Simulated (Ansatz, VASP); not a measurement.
# Two plane-wave programs on SiH4CO

```
O C Si H
1.0
     9.91596    0.00000    0.00000
     0.00000    9.91596    0.00000
     0.00000    0.00000    9.91596
O C Si H
5 5 5 20
Direct
  0.19554 0.40571 0.38375
  0.89403 0.42176 0.09374
  0.64318 0.51909 0.29143
  0.65661 0.16933 0.53285
  0.31037 0.93082 0.96390
  0.18509 0.38676 0.27200
  0.94589 0.32362 0.06810
  0.71071 0.55584 0.37510
  0.75600 0.12618 0.56736
  0.31434 0.85122 0.88263
  0.22081 0.53690 0.89622
  0.98059 0.06610 0.28329
  0.83831 0.84094 0.65330
  0.59841 0.20088 0.00799
  0.15269 0.15220 0.71394
  0.26370 0.61198 0.01995
  0.15435 0.40768 0.93787
  0.12310 0.62107 0.81821
  0.34154 0.50576 0.81148
  0.96224 0.96313 0.17482
  0.86296 0.16075 0.28204
  0.98784 0.99853 0.41802
  0.10696 0.14438 0.25843
  0.73518 0.90017 0.74602
  0.86121 0.69655 0.69055
  0.78802 0.84810 0.51140
  0.96742 0.91766 0.66519
  0.59669 0.32587 0.09204
  0.51147 0.09552 0.07115
  0.54658 0.23209 0.86991
  0.74052 0.15084 0.99871
  0.19061 0.00804 0.69088
  0.04055 0.15949 0.81438
  0.27281 0.22677 0.76686
  0.10880 0.21328 0.58319
```

Alike in both runs: functional LDA; k mesh 1 × 1 × 1; occupations fermi-dirac, width 0.05 eV; no spin polarisation.

Ansatz relaxed the structure, and its values are those at the end. VASP's run is a single point on that final structure, the one shown.

|  | VASP | Ansatz |
| --- | --- | --- |
| version | VASP 6.6.1 | Ansatz 0.2.0 |
| potentials or method | VASP PAW LDA potentials, release 64 (O, C, Si, H), cutoff 520 eV | scalar-relativistic, plane waves, PAW |
| valence electrons in the cell | 90 | 90 |

VASP gave:

| Property | Result |
| --- | --- |
| gap on the k mesh at the Fermi level (eV) | 5.27 |
| rms of the force components (eV/Å) | 0.303 |

Question: Estimate Ansatz's values.

Answer: gap on the k mesh at the Fermi level (eV): 5.29; rms of the force components (eV/Å): 0.053.

LDA's correlation is that of Perdew and Zunger in VASP and of Perdew and Wang (1992) in Ansatz. One of these differences is far larger than is usual between the two programs; its cause wasn't traced. Ansatz's warnings: xc potential rough in thin density.

Noted on VASP's run: the standard files for N, O and F lose accuracy on very short bonds.
